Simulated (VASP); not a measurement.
Bi, 1 atom in the cell. The structure is cubic, space group Pm-3m (No. 221). Conventional cell: a = 3.380 Å, b = 3.380 Å, c = 3.380 Å, α = 90.00°, β = 90.00°, γ = 90.00°. Bi (site symmetry m-3m) has 6 Bi at 3.38 Å within 4.4 Å. 

```yaml
Program: VASP 6.6.1
Task: relaxation of cell and atoms
Functional: PBEsol
Potentials_or_basis: VASP PAW PBE potentials, release 64 (Bi_d)
Cutoff: 500 eV
k_mesh: 7 × 7 × 7
Occupations: gaussian, width 0.05 eV
Spin: no spin polarisation
Dipole_correction: no
Further_INCAR_settings: ALGO = Normal; EDIFF = 1e-07; IBRION = 2; EDIFFG = -0.01; NSW = 60; ISIF = 3
```

Potentials or basis: VASP PAW PBE potentials, release 64 (Bi_d).

Launch:

```sh
$ cat potpaw_PBE.64/Bi_d/POTCAR > POTCAR
$ mpirun -np 1 vasp_std > vasp.out
```

Hardware: 1 thread of Intel(R) Xeon(R) Platinum 8259CL CPU @ 2.50GHz (Skylake/Cascade Lake) (shared host).

Estimate the wall time of this run.

It took 23 s on 1 thread of Intel(R) Xeon(R) Platinum 8259CL CPU @ 2.50GHz (Skylake/Cascade Lake), with other jobs on the host, peak memory 0.16 GiB. Counts: scf iterations 32, k points 20, ion steps 3.
